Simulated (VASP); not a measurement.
A run of VASP 6.6.1:

INCAR

```
SYSTEM = Ir
PREC     = Accurate       ! precision mode
ENCUT    = 520            ! plane-wave cutoff, eV
EDIFF    = 1E-7           ! SCF threshold, eV
ISMEAR   = 0              ! smearing method
SIGMA    = 0.15           ! smearing width, eV
LREAL    = .False.        ! projectors in reciprocal space
LASPH    = .True.         ! aspherical terms in the spheres
NELM     = 100            ! most SCF steps
ALGO     = Fast           ! electronic algorithm
ISIF     = 2              ! what is computed and relaxed
LWAVE    = .False.        ! write WAVECAR
LCHARG   = .True.         ! write CHGCAR
GGA      = CA             ! functional
LELF     = .True.         ! ELF
LVHAR    = .True.       
NBANDS   = 10             ! bands
```

The input KPOINTS:

```
regular mesh
0
Gamma
  20 20 20
  0 0 0
```

Contents of POSCAR:

```
Ir
1.0
   -0.1397615342      1.9054060557      1.9054060557
    1.7656445215      0.0000000000      1.7656445215
    1.9054060557      1.9054060557     -0.1397615342
Ir
1
Direct
    0.0000000000      0.0000000000      0.0000000000
```

Potentials or basis: VASP PAW LDA potentials, release 64 (Ir).

Command:

```console
$ cat potpaw_LDA.64/Ir/POTCAR > POTCAR
$ mpirun -np 1 vasp_std > vasp.out
```

Hardware: 1 thread of Intel(R) Xeon(R) Platinum 8488C (Sapphire Rapids), with other jobs on the host.

Problem. How long does it take, and how much memory?

Solution. Wall time 2.4 min on 1 thread of Intel(R) Xeon(R) Platinum 8488C (Sapphire Rapids) (shared host), peak memory 0.28 GiB. Counts: scf iterations 20, k points 1166.
